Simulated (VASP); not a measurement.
# AgCl (P4/mmm) in VASP: further runs

AgCl is run at these levels: PBEsol; tasks: electric field gradients.

Program: VASP 6.6.1. These are calculated values, not measurements. Logs are shortened: lines on timing, memory, paths and dates and some standing lists are left out, and cuts for length are marked.

## (1) The cell of the first run

It takes space group P4/mmm (No. 123, tetragonal). Conventional cell: a = 3.434 Å, b = 3.434 Å, c = 3.537 Å, α = 90.00°, β = 90.00°, γ = 90.00°. Ag (site symmetry 4/mmm) has 8 Cl at 3.00 Å and 6 Ag at 3.43 to 3.54 Å within 4.0 Å. Cl (site symmetry 4/mmm) has 8 Ag at 3.00 Å and 6 Cl at 3.43 to 3.54 Å within 4.0 Å.

## (2) Electric field gradients, PBEsol (zz strain of +3 %)

The input, INCAR:

```
PREC = Accurate
ENCUT = 520
EDIFF = 1E-8
ISMEAR = -1
SIGMA = 0.01
LREAL = False
LASPH = True
NELM = 60
ALGO = Normal
ISIF = 2
LWAVE = False
LCHARG = False
GGA = PS
LEFG = True
NBANDS = 16
```

The input, KPOINTS:

```
regular mesh
0
Gamma
  9 9 9
```

The input, POSCAR:

```
AgCl
1.0
    3.4339730000      0.0000000000      0.0000000000
    0.0000000000      3.4339730000      0.0000000000
    0.0000000000      0.0000000000      3.5369921900
Ag Cl
1 1
Direct
    0.0000000000      0.0000000000      0.0000000000
    0.5000000000      0.5000000000      0.5000000000
```

Potentials or basis: VASP PAW PBE potentials, release 64 (Ag, Cl).

Command:

```
$ cat potpaw_PBE.64/Ag/POTCAR potpaw_PBE.64/Cl/POTCAR > POTCAR
$ mpirun -np 1 vasp_std > vasp.out
```

OUTCAR:

```text
PREC = Accurate
   ENCUT = 520
   EDIFF = 1E-8
   ISMEAR = -1
   LREAL = False
   LASPH = True
   NELM = 60
   ISIF = 2
   GGA = PS

 ion  position               nearest neighbor table
   1  0.000  0.000  0.000-   2 3.00   2 3.00   2 3.00   2 3.00   2 3.00   2 3.00   2 3.00   2 3.00

   2  0.500  0.500  0.500-   1 3.00   1 3.00   1 3.00   1 3.00   1 3.00   1 3.00   1 3.00   1 3.00

  LATTYP: Found a simple tetragonal cell.
 ALAT       =     3.4339730000
 C/A-ratio  =     1.0300000000

  Lattice vectors:

 A1 = (   3.4339730000,   0.0000000000,   0.0000000000)
 A2 = (   0.0000000000,   3.4339730000,   0.0000000000)
 A3 = (   0.0000000000,   0.0000000000,   3.5369921900)

Analysis of symmetry for initial positions (statically):
=====================================================================
 Subroutine PRICEL returns:
 Original cell was already a primitive cell.

 Routine SETGRP: Setting up the symmetry group for a
 simple tetragonal supercell.

 Subroutine GETGRP returns: Found 16 space group operations
 (whereof 16 operations were pure point group operations)
 out of a pool of 16 trial point group operations.

The static configuration has the point symmetry D_4h.

Analysis of symmetry for dynamics (positions and initial velocities):
=====================================================================
 Subroutine PRICEL returns:
 Original cell was already a primitive cell.

 Routine SETGRP: Setting up the symmetry group for a
 simple tetragonal supercell.

 Subroutine GETGRP returns: Found 16 space group operations
 (whereof 16 operations were pure point group operations)
 out of a pool of 16 trial point group operations.

The dynamic configuration has the point symmetry D_4h.

 Subroutine INISYM returns: Found 16 space group operations
 (whereof 16 operations are pure point group operations),
 and found     1 'primitive' translations

----------------------------------------------------------------------------------------

                                     Primitive cell

  volume of cell :      41.7088

  direct lattice vectors                    reciprocal lattice vectors
     3.433973000  0.000000000  0.000000000     0.291207881  0.000000000  0.000000000
     0.000000000  3.433973000  0.000000000     0.000000000  0.291207881  0.000000000
     0.000000000  0.000000000  3.536992190     0.000000000  0.000000000  0.282726098

  length of vectors
     3.433973000  3.433973000  3.536992190     0.291207881  0.291207881  0.282726098

  position of ions in fractional coordinates (direct lattice)
     0.000000000  0.000000000  0.000000000
     0.500000000  0.500000000  0.500000000

  ion indices of the primitive-cell ions
   primitive index   ion index
                 1           1
                 2           2

----------------------------------------------------------------------------------------

 KPOINTS: regular mesh

Automatic generation of k-mesh.
 Grid dimensions read from file:
 generate k-points for:    9    9    9

 Generating k-lattice:

  Cartesian coordinates                     Fractional coordinates (reciprocal lattice)
     0.032356431  0.000000000  0.000000000     0.111111111  0.000000000  0.000000000
     0.000000000  0.032356431  0.000000000     0.000000000  0.111111111  0.000000000
     0.000000000  0.000000000  0.031414011     0.000000000  0.000000000  0.111111111

  Length of vectors
     0.032356431  0.032356431  0.031414011

  Shift w.r.t. Gamma in fractional coordinates (k-lattice)
     0.000000000  0.000000000  0.000000000

 Subroutine IBZKPT returns following result:
 ===========================================

 Found     75 irreducible k-points:

 Following reciprocal coordinates:
            Coordinates               Weight
  0.000000  0.000000  0.000000      1.000000
  0.111111  0.000000  0.000000      4.000000
  0.222222  0.000000  0.000000      4.000000
  0.333333  0.000000  0.000000      4.000000
  0.444444  0.000000  0.000000      4.000000
  0.111111  0.111111  0.000000      4.000000
[... 16 lines left out ...]
  0.333333  0.111111  0.111111     16.000000
  0.444444  0.111111  0.111111     16.000000
 [... further k-points ...]
   k-points           NKPTS =     75   k-points in BZ     NKDIM =     75   number of bands    NBANDS=     16
   number of dos      NEDOS =    301   number of ions     NIONS =      2
   total plane-waves  NPLWV =  21952
   dimension x,y,z NGX =    28 NGY =   28 NGZ =   28
   dimension x,y,z NGXF=    56 NGYF=   56 NGZF=   56
   ions per type =               1   1
   NGX,Y,Z   is equivalent  to a cutoff of  13.56, 13.56, 13.16 a.u.
   NGXF,Y,Z  is equivalent  to a cutoff of  27.11, 27.11, 26.32 a.u.
 SYSTEM =  unknown system
   PREC   = accura    normal or accurate (medium, high low for compatibility)
   ISTART =      0    job   : 0-new  1-cont  2-samecut
   ICHARG =      2    charge: 1-file 2-atom 10-const
   ISPIN  =      1    spin polarized calculation?
   LNONCOLLINEAR =      F non collinear calculations
   LSORBIT =      F    spin-orbit coupling
   LASPH  =      T    aspherical Exc in radial PAW
   ENCUT  =  520.0 eV  38.22 Ry    6.18 a.u.   6.38  6.38  6.58*2*pi/ulx,y,z
   NELM   =     60;   NELMIN=  2; NELMDL= -5     # of ELM steps
   EDIFF  = 0.1E-07   stopping-criterion for ELM
   LREAL  =      F    real-space projection
   EDIFFG = 0.1E-06   stopping-criterion for IOM
   NSW    =      0    number of steps for IOM
   IBRION =     -1    ionic relax: 0-MD 1-quasi-New 2-CG
   NFREE  =      0    steps in history (QN), initial steepest desc. (CG)
   ISIF   =      2    stress and relaxation
   ISYM   =      2    0-nonsym 1-usesym 2-fastsym
   POTIM  = 0.5000    time-step for ionic-motion
   TEBEG  =    0.0;   TEEND  =   0.0 temperature during run
   PSTRESS=    0.0 pullay stress
   NELECT =      18.0000    total number of electrons
   NUPDOWN=      -1.0000    fix difference up-down
   EMIN   =  10.00;   EMAX   =-10.00  energy-range for DOS
   EFERMI =   0.00;   METHOD = LEGACY
   ISMEAR =    -1;   SIGMA  =   0.01  broadening in eV -4-tet -1-fermi 0-gaus
   EFERMI_NEDOS =   21; number of points for ismear=-14 and -15
   IALGO  =     38    algorithm
   IMIX   =      4    mixing-type and parameters
     AMIX     =   0.40;   BMIX     =  1.00
     AMIX_MAG =   1.60;   BMIX_MAG =  1.00
  volume/ion in A,a.u.               =      20.85       140.73
  Fermi-wavevector in a.u.,A,eV,Ry     =   1.237152  2.337878 20.824329  1.530545
  Thomas-Fermi vector in A             =   2.371731
   LORBIT       =      0    0 simple, 1 ext, 2 COOP (PROOUT), +10 PAW based schemes
   GGA     = PS    functional components
   LHFCALC =     F    Hartree Fock is set to
   AEXX    =    0.0000 exact exchange contribution
   IVDW    =     0    specifies the selected vdW correction
   LEPSILON=     F    determine dielectric tensor
   LRPA    =     F    only Hartree local field effects (RPA)
 non-spin polarized calculation
  energy-cutoff  :      520.00
  volume of cell :       41.71
 maximum number of plane-waves:      1144
 NGX is ok and might be reduce to    28
   NGX = 13   NGY = 13   NGZ = 13

 number of electron      17.9999999 magnetization

 Free energy of the ion-electron system (eV)
  ---------------------------------------------------
  ext. energy  EPLUGINS =         0.00000000
  ---------------------------------------------------
  free energy    TOTEN  =        -5.72251049 eV

  energy without entropy =       -5.72251049  energy(sigma->0) =       -5.72251049

 E-fermi :   3.6510     XC(G=0): -10.4613

 val. band max:        3.4266563981   @ k =   0.0000   0.0000   0.4444
 cond. band min:       3.8316844233   @ k =   0.0000   0.0000   0.0000
 fundamental gap:      0.4050280252
 Fermi energy:         3.6510251032

 k-point     1 :       0.0000    0.0000    0.0000
  band No.  band energies     occupation
      1     -10.9635      2.00000
      2       0.7634      2.00000
      3       0.8095      2.00000
      4       1.6794      2.00000
      5       1.6794      2.00000
      6       1.7087      2.00000
[... 8 lines left out ...]
     15      16.8647      0.00000
     16      19.6365      0.00000

 k-point     2 :       0.1111    0.0000    0.0000
  band No.  band energies     occupation
      1     -10.9142      2.00000
      2       0.6556      2.00000
      3       0.8183      2.00000
      4       1.3129      2.00000
      5       1.4452      2.00000
      6       1.6364      2.00000
[... 8 lines left out ...]
     15      16.5428      0.00000
     16      19.5936      0.00000

 k-point     3 :       0.2222    0.0000    0.0000
  band No.  band energies     occupation
      1     -10.7843      2.00000
      2      -0.0597      2.00000
      3       0.8579      2.00000
      4       0.9601      2.00000
      5       1.1210      2.00000
      6       1.5603      2.00000
[... 8 lines left out ...]
     15      16.8051      0.00000
     16      19.4854      0.00000

 k-point     4 :       0.3333    0.0000    0.0000
  band No.  band energies     occupation
      1     -10.6265      2.00000
      2      -0.8803      2.00000
      3       0.7085      2.00000
      4       0.8819      2.00000
      5       0.9067      2.00000
      6       1.7178      2.00000
[... 8 lines left out ...]
     15      18.4348      0.00000
     16      19.3632      0.00000

 k-point     5 :       0.4444    0.0000    0.0000
  band No.  band energies     occupation
      1     -10.5169      2.00000
      2      -1.3600      2.00000
      3       0.5776      2.00000
      4       0.7563      2.00000
      5       0.9393      2.00000
      6       1.7292      2.00000
[... 8 lines left out ...]
     15      18.8266      0.00000
     16      19.2840      0.00000

 k-point     6 :       0.1111    0.1111    0.0000
  band No.  band energies     occupation
      1     -10.8664      2.00000
      2       0.6873      2.00000
      3       0.6913      2.00000
      4       1.1236      2.00000
      5       1.2004      2.00000
      6       1.6442      2.00000
[... 8 lines left out ...]
     15      16.9972      0.00000
     16      18.8880      0.00000
[... 267 lines left out ...]
 k-point    21 :       0.1111    0.1111    0.1111
  band No.  band energies     occupation
      1     -10.8266      2.00000
      2       0.6508      2.00000
      3       0.6932      2.00000
      4       0.7650      2.00000
      5       1.3964      2.00000
      6       1.4034      2.00000
[... 8 lines left out ...]
     15      15.9933      0.00000
     16      19.9462      0.00000

 k-point    22 :       0.2222    0.1111    0.1111
  band No.  band energies     occupation
      1     -10.7043      2.00000
      2       0.0265      2.00000
      3       0.6483      2.00000
      4       0.8436      2.00000
      5       1.1486      2.00000
      6       1.5055      2.00000
[... 8 lines left out ...]
     15      16.6341      0.00000
     16      19.2780      0.00000

 k-point    23 :       0.3333    0.1111    0.1111
  band No.  band energies     occupation
      1     -10.5565      2.00000
      2      -0.7035      2.00000
      3       0.5517      2.00000
      4       0.8981      2.00000
      5       1.0503      2.00000
      6       1.5999      2.00000
[... 8 lines left out ...]
     15      17.7326      0.00000
     16      19.3213      0.00000

 k-point    24 :       0.4444    0.1111    0.1111
  band No.  band energies     occupation
      1     -10.4544      2.00000
      2      -1.1422      2.00000
      3       0.4692      2.00000
      4       0.8729      2.00000
      5       1.0332      2.00000
      6       1.6408      2.00000
[... 8 lines left out ...]
     15      18.1625      0.00000
     16      19.7746      0.00000

 [... further k-points ...]
[... 5 lines left out ...]
  --------------------------------------------------------------------------------------
  -------------------------------------------------------------------------------------
  Total       -1.3727218     -1.3727218     -1.7080146      0.0000000      0.0000000     -0.0000000
  in kB      -52.7309104    -52.7309104    -65.6106460      0.0000000      0.0000000     -0.0000000
  external PRESSURE =     -57.0241556 kB  Pullay stress =       0.0000000 kB

 VOLUME and BASIS-vectors are now :
 -----------------------------------------------------------------------------
  energy-cutoff  :      520.00
  volume of cell :       41.71
      direct lattice vectors                 reciprocal lattice vectors
     3.433973000  0.000000000  0.000000000     0.291207881  0.000000000  0.000000000
     0.000000000  3.433973000  0.000000000     0.000000000  0.291207881  0.000000000
     0.000000000  0.000000000  3.536992190     0.000000000  0.000000000  0.282726098

 POSITION                                       TOTAL-FORCE (eV/Angst)
 -----------------------------------------------------------------------------------
      0.00000      0.00000      0.00000         0.000000      0.000000      0.000000
      1.71699      1.71699      1.76850         0.000000      0.000000      0.000000
 -----------------------------------------------------------------------------------
    total drift:                                0.000000      0.000000      0.000000

  FREE ENERGIE OF THE ION-ELECTRON SYSTEM (eV)
  ---------------------------------------------------
  free  energy   TOTEN  =        -5.7225104859 eV

  energy  without entropy=       -5.7225104859  energy(sigma->0) =       -5.72251049

 Electric field gradients (V/A^2)
---------------------------------------------------------------------
 ion       V_xx      V_yy      V_zz      V_xy      V_xz      V_yz
---------------------------------------------------------------------
   1       1.416     1.416    -2.831     0.000    -0.000    -0.000
   2      -6.712    -6.712    13.425     0.000    -0.000     0.000
---------------------------------------------------------------------

 Electric field gradients after diagonalization (V/A^2)
 (convention: |V_zz| > |V_xx| > |V_yy|)
----------------------------------------------------------------------
 ion       V_xx      V_yy      V_zz     asymmetry (V_yy - V_xx)/ V_zz
----------------------------------------------------------------------
   1       1.416     1.416    -2.831       0.000
   2      -6.712    -6.712    13.425       0.000
----------------------------------------------------------------------

           NMR quadrupolar parameters

 Cq : quadrupolar parameter    Cq=e*Q*V_zz/h
 eta: asymmetry parameters     (V_yy - V_xx)/ V_zz
 Q  : nuclear electric quadrupole moment in mb (millibarn)
----------------------------------------------------------------------
 ion       Cq(MHz)       eta       Q (mb)
----------------------------------------------------------------------
   1      -0.007       0.000       1.000
   2       0.032       0.000       1.000
----------------------------------------------------------------------
```

It used 55 s of CPU time on 1 thread of AMD EPYC 7R13 Processor (Zen 3), on a shared host.

Results:

* Free energy: -5.7225 eV
* Pressure: -5.7 GPa
* Band gap on the k mesh: 0.41 eV, indirect (least direct gap 1.74 eV)

Stress tensor (GPa, compression positive):
```
-5.27  0.00  0.00
 0.00 -5.27  0.00
 0.00  0.00 -6.56
```

Electric field gradients, principal values (V/Å²):
```csv
atom,least,middle,greatest (by size)
1 Ag,1.416,1.416,-2.831
2 Cl,-6.712,-6.712,13.425
```

Caveat: the cell differs from its parent crystal (zz strain of +3 %); without QUAD_EFG the Cq values of the log hold for a quadrupole moment of 1 mb, not for the nuclei; the PAW data sets were made with another functional, which shifts forces and pressure a little.

(Continued in part 2 of 2.)
